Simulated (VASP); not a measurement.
# Si5W3 in VASP: further runs, part 3 of 3

VASP 6.6.1. The steps go on from the part before.

## (5) Single point, PBE

INCAR reads:

```
  PREC = Accurate
  ENCUT = 400
  EDIFF = 1E-6
  ISMEAR = -1
  SIGMA = 0.05
  LREAL = Auto
  LASPH = T
  NELM = 120
  ALGO = Normal
  ISIF = 2
  LWAVE = F
  LCHARG = T
  GGA = PE
  LELF = T
  LVHAR = T
  ISYM = -1
  NBANDS = 111
  GGA_COMPAT = F
```

KPOINTS reads:

```
explicit points
1
Reciprocal
  0.25000000   0.25000000   0.25000000 1
```

POSCAR reads:

```
Si5W3
1.0
    7.2041990000     -0.0818820000      0.0070510000
   -0.0818820000      7.4902340000      0.1623590000
    0.0070510000      0.1623590000      7.4951860000
Si W
15 9
Direct
    0.6493401354      0.8681502615      0.2697951051
    0.0550321569      0.7644504812      0.8617394622
    0.1793162847      0.7181835009      0.5588005536
    0.2106487354      0.2137440790      0.3244056173
    0.9301862525      0.0747360620      0.8470667952
    0.5310413271      0.6744125864      0.0053686025
    0.3051567281      0.9122648027      0.3212695374
    0.5418423566      0.9079787984      0.6047306818
    0.5009483634      0.0021821668      0.9577338733
    0.9749493187      0.8444530126      0.2013324400
    0.2652417304      0.2734540194      0.0193948568
    0.6521033608      0.3478233899      0.0470989995
    0.1112594888      0.4189248040      0.5084247805
    0.6776101874      0.5705487337      0.7403257836
    0.9126208322      0.3521996578      0.2294321083
    0.2130418746      0.6229483708      0.1218548235
    0.4895095430      0.5518602249      0.3648076237
    0.9109512657      0.9766544377      0.5062006793
    0.3470908619      0.5210690648      0.7683360240
    0.8391833755      0.6065585456      0.4578346260
    0.9643734100      0.4137202569      0.8586421999
    0.6292489528      0.2260878348      0.7251238022
    0.2680171648      0.1904896160      0.6739015559
    0.5793308974      0.1961823301      0.3678528019
```

Potentials or basis: VASP PAW PBE potentials, release 64 (Si, W_sv).

The run is started by

```console
$ cat potpaw_PBE.64/Si/POTCAR potpaw_PBE.64/W_sv/POTCAR > POTCAR
$ mpirun -np 1 vasp_std > vasp.out
```

OUTCAR:

```text
PREC = Accurate
   ENCUT = 400
   EDIFF = 1E-6
   ISMEAR = -1
   LREAL = Auto
   LASPH = T
   NELM = 120
   ISIF = 2
   GGA = PE
   ISYM = -1

 ion  position               nearest neighbor table
   1  0.649  0.868  0.270-  10 2.41   7 2.54   6 2.64  24 2.65   8 2.66  17 2.68  18 2.72   9 2.73
                            20 2.75
   2  0.055  0.764  0.862-  16 2.47   3 2.48   5 2.51  21 2.69  10 2.70  19 2.92  18 3.23
   3  0.179  0.718  0.559-  13 2.33   7 2.41  19 2.45   2 2.48  20 2.69  18 2.78   8 2.97  17 2.99

   4  0.211  0.214  0.324-  13 2.24  11 2.34   7 2.37  15 2.50  23 2.65  24 2.68  18 3.05  17 3.22
[... 20 lines left out ...]
  16  0.213  0.623  0.122-   6 2.47   2 2.47  10 2.50  17 2.75   7 2.76  11 2.79  19 2.96  15 3.02
                            21 3.12  13 3.29
  17  0.490  0.552  0.365-  20 2.64   1 2.68  16 2.75  24 2.76   6 2.82   3 2.99   7 3.04  13 3.06
                            12 3.13  14 3.13  19 3.19   4 3.22   8 3.30
  18  0.911  0.977  0.506-  10 2.57   5 2.69   1 2.72   3 2.78   8 2.79  20 2.85   4 3.05  24 3.09
                             7 3.21   2 3.23  22 3.28  23 3.28
  19  0.347  0.521  0.768-  14 2.41   3 2.45   6 2.52  11 2.64  23 2.66  13 2.71   2 2.92  21 2.93
                            16 2.96  22 3.06  17 3.19  12 3.28
  20  0.839  0.607  0.458-  14 2.42  13 2.46  17 2.64  15 2.68   3 2.69  10 2.73   1 2.75  18 2.85
                            21 3.41
  21  0.964  0.414  0.859-  14 2.54   5 2.55  12 2.68  11 2.69   2 2.69  15 2.82  13 2.83  19 2.93
                            22 2.96  16 3.12  23 3.14  20 3.41
  22  0.629  0.226  0.725-   9 2.53  14 2.60   5 2.62  12 2.62  23 2.64   8 2.65  24 2.72  21 2.96
                            19 3.06  18 3.28
  23  0.268  0.190  0.674-  13 2.38  22 2.64   4 2.65  19 2.66  11 2.69   5 2.86   8 2.99   9 3.03
                            21 3.14  24 3.20  18 3.28
  24  0.579  0.196  0.368-   1 2.65  12 2.66   4 2.68  22 2.72   8 2.74  17 2.76  15 2.82   7 2.90
                            18 3.09  23 3.20

IMPORTANT INFORMATION: All symmetrisations will be switched off!
NOSYMM: (Re-)initialisation of all symmetry stuff for point group C_1.

----------------------------------------------------------------------------------------

                                     Primitive cell

  volume of cell :     404.2080

  direct lattice vectors                    reciprocal lattice vectors
[... 120 lines left out ...]
 non-spin polarized calculation
  energy-cutoff  :      400.00
  volume of cell :      404.21
 maximum number of plane-waves:      7319
 NGX is ok and might be reduce to    48
   NGX = 23   NGY = 25   NGZ = 25

 number of electron     186.0000029 magnetization

 Free energy of the ion-electron system (eV)
  ---------------------------------------------------
  ext. energy  EPLUGINS =         0.00000000
  ---------------------------------------------------
  free energy    TOTEN  =      -186.35039855 eV

  energy without entropy =     -186.22734981  energy(sigma->0) =     -186.28887418

 E-fermi :   8.9689     XC(G=0): -11.4677

 val. band max:        8.9140687774   @ k =   0.2500   0.2500   0.2500
 cond. band min:       9.0258504933   @ k =   0.2500   0.2500   0.2500
 fundamental gap:      0.1117817159
 Fermi energy:         8.9688570695

 k-point     1 :       0.2500    0.2500    0.2500
  band No.  band energies     occupation
      1     -65.3958      2.00000
      2     -65.3714      2.00000
      3     -65.2532      2.00000
      4     -65.0871      2.00000
      5     -65.0401      2.00000
      6     -65.0325      2.00000
[... 97 lines left out ...]
    104      10.2079      0.00000
    105      10.3097      0.00000
 [bands above 105 left out]

------------------------ aborting loop because EDIFF is reached ----------------------------------------

  FORCE on cell =-STRESS in cart. coord.  units (eV):
  Direction    XX          YY          ZZ          XY          YZ          ZX
  --------------------------------------------------------------------------------------
  -------------------------------------------------------------------------------------
  Total      -10.7349692    -21.8682895    -18.8892701      0.4138916      7.2666496      6.3830830
  in kB      -42.5506740    -86.6803096    -74.8722385      1.6405605     28.8031416     25.3009094
  external PRESSURE =     -68.0344074 kB  Pullay stress =       0.0000000 kB

 VOLUME and BASIS-vectors are now :
 -----------------------------------------------------------------------------
  energy-cutoff  :      400.00
  volume of cell :      404.21
      direct lattice vectors                 reciprocal lattice vectors
     7.204199000 -0.081882000  0.007051000     0.138825386  0.001521161 -0.000163549
    -0.081882000  7.490234000  0.162359000     0.001521161  0.133586562 -0.002895152
     0.007051000  0.162359000  7.495186000    -0.000163549 -0.002895152  0.133481839

 POSITION                                       TOTAL-FORCE (eV/Angst)
 -----------------------------------------------------------------------------------
      4.60879      6.49328      2.16770         0.829831     -0.443642      0.215237
      0.33994      5.86132      6.58340        -0.448652     -0.525454      0.138203
      1.23696      5.45541      4.30618        -0.145150      1.243358     -0.835041
      1.50234      1.63641      2.46767         0.175811     -0.726181      0.209814
      6.70110      0.62115      6.36762         0.452581      0.086942     -0.594121
      3.77054      5.00890      0.15348         0.482253      0.258167      1.387334
[... 16 lines left out ...]
      1.92000      1.51428      5.08383         0.076192     -1.009546      0.902309
      4.16015      1.48174      2.79306         0.346418     -0.877620     -0.293621
 -----------------------------------------------------------------------------------
    total drift:                                0.000765     -0.007608     -0.016150

  FREE ENERGIE OF THE ION-ELECTRON SYSTEM (eV)
  ---------------------------------------------------
  free  energy   TOTEN  =      -186.3503985521 eV

  energy  without entropy=     -186.2273498075  energy(sigma->0) =     -186.28887418
```

stdout:

```text
POSCAR found type information on POSCAR SiW
 POSCAR found :  2 types and      24 ions
 scaLAPACK will be used
 LDA part: xc-table for (Slater+PW92), standard interpolation
 POSCAR, INCAR and KPOINTS ok, starting setup
 FFT: planning ... GRIDC
 FFT: planning ... GRID_SOFT
 FFT: planning ... GRID
 WAVECAR not read
 entering main loop
```

Run time: 57 s. Hardware: 1 thread of AMD EPYC 9R45 (Zen 5), shared host; peak memory 0.3 GiB.

What came out:

```yaml
Free_energy: -186.3504 eV
Pressure: -6.8 GPa
Largest_force: 1.897 eV/Å
```

Forces in eV/Å, atoms in the order of the input:
```
Si   0.830 -0.444  0.215
Si  -0.449 -0.525  0.138
Si  -0.145  1.243 -0.835
Si   0.176 -0.726  0.210
Si   0.453  0.087 -0.594
Si   0.482  0.258  1.387
Si   0.090 -0.861  0.129
Si   0.226  0.056  0.080
Si  -0.378  0.417 -0.303
Si  -0.110  0.246 -0.165
Si   0.132  0.165 -1.271
Si  -0.666  0.375  0.047
Si  -1.116  1.224  0.924
Si   1.090 -0.334  0.341
Si   0.235 -0.083  0.427
W   -0.953 -1.198 -0.041
W   -0.260  0.542  0.127
W    0.160  0.269 -0.222
W   -0.870  0.022  0.378
W    0.369  0.558 -1.002
W   -0.539  0.631  0.431
W    0.821 -0.036 -1.009
W    0.076 -1.010  0.902
W    0.346 -0.878 -0.294
```

Caveat: the atoms stand as in a frame of molecular dynamics; spin-orbit coupling is left out, which moves the levels of the heavy elements.

## (6) Single point, PBE

INCAR reads:

```
PREC = Accurate ; ENCUT = 400
EDIFF = 1E-6 ; ISMEAR = -1
SIGMA = 0.05 ; LREAL = Auto
LASPH = True ; NELM = 120
ALGO = Normal ; ISIF = 2
LWAVE = False ; LCHARG = False
GGA = PE ; ISYM = -1
NBANDS = 111 ; GGA_COMPAT = False
```

KPOINTS is that of step 5.

POSCAR reads:

```
Si5W3
1.0
    7.2041990000     -0.0818820000      0.0070510000
   -0.0818820000      7.4902340000      0.1623590000
    0.0070510000      0.1623590000      7.4951860000
Si W
15 9
Direct
    0.6625842920      0.8640353199      0.2663233718
    0.0280576362      0.7498412188      0.8657926161
    0.1806129682      0.7248900400      0.5498058455
    0.2231995082      0.1994452336      0.3421217955
    0.9732266582      0.0833490396      0.8105613806
    0.5271717002      0.7075745748      0.0196831422
    0.3224161633      0.8879445945      0.3187460388
    0.5340250446      0.8984160460      0.6192611709
    0.4761543428      0.0139091837      0.9311120971
    0.9703000848      0.8608584898      0.1965556679
    0.2392086165      0.2445796277     -0.0064964850
    0.6246853983      0.3339938360      0.0472502534
    0.0821516244      0.4132601124      0.5417549678
    0.6900971991      0.5688905067      0.7563949221
    0.9269241513      0.3432740510      0.2324382112
    0.1984737586      0.6144728975      0.1229352222
    0.4841605816      0.5529305779      0.3617762025
    0.9102051704      0.9806885777      0.5028454966
    0.3440394472      0.5308879104      0.7738650846
    0.8423261493      0.6057793751      0.4565627891
    0.9712235499      0.4197879885      0.8512768789
    0.6531382306      0.2240089742      0.7246511093
    0.2734122599      0.1791165083      0.6824689865
    0.5727683745      0.1828175772      0.3508890014
```

Potentials or basis: VASP PAW PBE potentials, release 64 (Si, W_sv).

The run is started by

```console
$ cat potpaw_PBE.64/Si/POTCAR potpaw_PBE.64/W_sv/POTCAR > POTCAR
$ mpirun -np 1 vasp_std > vasp.out
```

OUTCAR:

```text
PREC = Accurate
   ENCUT = 400
   EDIFF = 1E-6
   ISMEAR = -1
   LREAL = Auto
   LASPH = True
   NELM = 120
   ISIF = 2
   GGA = PE
   ISYM = -1

 ion  position               nearest neighbor table
   1  0.663  0.864  0.266-  10 2.28   6 2.43   7 2.49  24 2.59  18 2.68  17 2.70  20 2.71   8 2.83
                             9 3.04
   2  0.028  0.750  0.866-  16 2.48  21 2.50   5 2.55   3 2.63  10 2.68  14 2.90  19 2.93  18 3.28

[... 310 lines left out ...]
  Total      -13.9038325    -25.4679595    -10.5269787      1.6107153      5.1585473      5.6803524
  in kB      -55.1112379   -100.9484814    -41.7262527      6.3844638     20.4471629     22.5154649
  external PRESSURE =     -65.9286574 kB  Pullay stress =       0.0000000 kB

 VOLUME and BASIS-vectors are now :
 -----------------------------------------------------------------------------
  energy-cutoff  :      400.00
  volume of cell :      404.21
      direct lattice vectors                 reciprocal lattice vectors
     7.204199000 -0.081882000  0.007051000     0.138825386  0.001521161 -0.000163549
    -0.081882000  7.490234000  0.162359000     0.001521161  0.133586562 -0.002895152
     0.007051000  0.162359000  7.495186000    -0.000163549 -0.002895152  0.133481839

 POSITION                                       TOTAL-FORCE (eV/Angst)
 -----------------------------------------------------------------------------------
      4.70452      6.46081      2.14110         0.046852     -0.227749      0.381314
      0.14684      5.75476      6.61122         0.284425      0.555257     -0.066191
      1.24569      5.50407      4.23986        -0.231591      0.161806     -0.002026
      1.59405      1.53116      2.59822        -1.077992      0.594285     -0.260930
      7.01021      0.67622      6.09570        -0.968232     -0.593944      0.452986
      3.74005      5.25993      0.26613        -0.279481     -0.935092     -0.031635
[... 16 lines left out ...]
      1.95986      1.43004      5.14624         1.081102      0.266156     -1.618026
      4.11384      1.37942      2.66370         0.873540     -1.179377      0.760697
 -----------------------------------------------------------------------------------
    total drift:                               -0.006246     -0.007072      0.003870

  FREE ENERGIE OF THE ION-ELECTRON SYSTEM (eV)
  ---------------------------------------------------
  free  energy   TOTEN  =      -186.8144733560 eV

  energy  without entropy=     -186.7192776688  energy(sigma->0) =     -186.76687551
```

Wall time 59 s (1 thread of AMD EPYC 9R45 (Zen 5), shared host); peak memory 0.3 GiB.

Results:

| Property | Result |
| --- | --- |
| Free energy | -186.8145 eV |
| Pressure | -6.6 GPa |
| Largest force | 2.939 eV/Å |

Forces on the atoms (eV/Å):
```
Si   0.047 -0.228  0.381
Si   0.284  0.555 -0.066
Si  -0.232  0.162 -0.002
Si  -1.078  0.594 -0.261
Si  -0.968 -0.594  0.453
Si  -0.279 -0.935 -0.032
Si   0.054 -0.147 -0.495
Si   0.458  0.540 -0.301
Si  -0.071  0.503  0.242
Si   1.472 -0.776 -0.387
Si   0.288  0.713  1.358
Si   0.286  0.498 -0.056
Si   1.307 -0.726 -0.419
Si  -0.679  0.059  0.177
Si  -0.409  0.062  0.016
W    0.079 -0.596 -0.030
W   -0.315  0.157  0.374
W   -0.023 -0.040 -0.444
W    0.391  0.266  0.603
W   -0.973  0.936 -0.979
W   -1.570 -0.448  2.444
W   -0.024  0.358 -1.718
W    1.081  0.266 -1.618
W    0.874 -1.179  0.761
```

Caveat: the atoms stand as in a frame of molecular dynamics; spin-orbit coupling is left out, which moves the levels of the heavy elements.

## (7) Summary

```tsv
cell	smearing	pressure (GPa)	largest force (eV/Å)
as given, atomic positions A	fermi-dirac 0.1224 eV	-0.6	3.27
as given, atomic positions B	fermi-dirac 0.1224 eV	-2.3	3.75
as given, atomic positions C	fermi-dirac 0.1224 eV	-1.1	3.96
as given, atomic positions D	fermi-dirac 0.05 eV	-6.8	1.90
as given, atomic positions E	fermi-dirac 0.05 eV	-6.6	2.94
```

Alike in all rows: task single point; level PBE; potentials or basis VASP PAW PBE potentials, release 64 (Si, W_sv); no spin polarisation; k mesh 1 × 1 × 1, shifted; cutoff (eV) 400.

Caveats: the atoms stand as in a frame of molecular dynamics; spin-orbit coupling is left out, which moves the levels of the heavy elements.

Total energies depend on the potentials used, so only differences within one code and one set of settings carry meaning.
